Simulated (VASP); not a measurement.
Wanted: the native input for a VASP 6.6.1 run.

```
Task                   : single point
Functional             : PBE
Potentials or basis    : VASP PAW PBE potentials, release 64 (Ti_sv, O)
Cutoff                 : 520 eV
k mesh                 : 6 × 6 × 10
Occupations            : gaussian, width 0.05 eV
Spin                   : no spin polarisation
Dipole correction      : no
Further INCAR settings : ALGO = Normal; EDIFF = 1e-07; NBANDS = 33
```

The structure of TiO2 lies in POSCAR:

```
TiO2
1.0
    4.9684000000      0.0000000000      0.0000000000
    0.0000000000      4.9684000000      0.0000000000
    0.0000000000      0.0000000000      3.1219000000
Ti O
2 4
Direct
    0.0000000000      0.0000000000      0.0000000000
    0.5000000000      0.5000000000      0.5000000000
    0.3050970583      0.3050970583      0.0000000000
    0.1949029417      0.8050970583      0.5000000000
    0.6949029417      0.6949029417      0.0000000000
    0.8050970583      0.1949029417      0.5000000000
```

One way to write it, as run:

INCAR

```
SYSTEM = TiO2
PREC = Accurate
ENCUT = 520
EDIFF = 1E-7
ISMEAR = 0
SIGMA = 0.05
LREAL = .FALSE.
LASPH = .TRUE.
NELM = 80
ALGO = Normal
ISIF = 2
LWAVE = .FALSE.
LCHARG = .TRUE.
GGA = PE
LELF = .TRUE.
LVHAR = .TRUE.
NBANDS = 33
```

KPOINTS

```
Automatic mesh
0
G
  6 6 10
  0 0 0
```

Potentials or basis: VASP PAW PBE potentials, release 64 (Ti_sv, O).

Run with:

```sh
$ cat potpaw_PBE.64/Ti_sv/POTCAR potpaw_PBE.64/O/POTCAR > POTCAR
$ mpirun -np 1 vasp_std > vasp.out
```

Results of the run:

* Pressure: -27.5 GPa
* Largest force: 0.841 eV/Å
* Band gap on the k mesh: 1.43 eV

Caveat: the cell stands under tension.

Run time: 94 s on 1 thread of Intel(R) Xeon(R) 6975P-C (Granite Rapids), with other jobs on the host, peak memory 0.25 GiB.
